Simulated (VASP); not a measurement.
A run of VASP 6.6.1:

The input INCAR:

```
PREC = Accurate
ENCUT = 520
EDIFF = 1E-6
ISMEAR = 0
SIGMA = 0.15
LREAL = False
LASPH = True
NELM = 60
ALGO = Fast
ISIF = 2
LWAVE = False
LCHARG = True
GGA = PS
LELF = True
LVHAR = True
NBANDS = 16
```

The input KPOINTS:

```
Automatic mesh
0
Gamma
  20 20 20
```

The input POSCAR:

```
AlRu
1.0
    2.9764078218      0.0000000000      0.0000000000
    0.0000000000      2.9764078218      0.0000000000
    0.0000000000      0.0000000000      2.9317617045
Al Ru
1 1
Direct
    0.0000000000      0.0000000000      0.0000000000
    0.5000000000      0.5000000000      0.5000000000
```

Potentials or basis: VASP PAW PBE potentials, release 64 (Al, Ru_pv).

Command:

```bash
$ cat potpaw_PBE.64/Al/POTCAR potpaw_PBE.64/Ru_pv/POTCAR > POTCAR
$ mpirun -np 1 vasp_std > vasp.out
```

Hardware: 1 thread of Intel(R) Xeon(R) 6975P-C (Granite Rapids), with other jobs on the host.

Problem. Estimate the wall time of this run.

Solution. Wall time 95 s on 1 thread of Intel(R) Xeon(R) 6975P-C (Granite Rapids), with other jobs on the host, peak memory 0.39 GiB. Counts: scf iterations 13, k points 726.
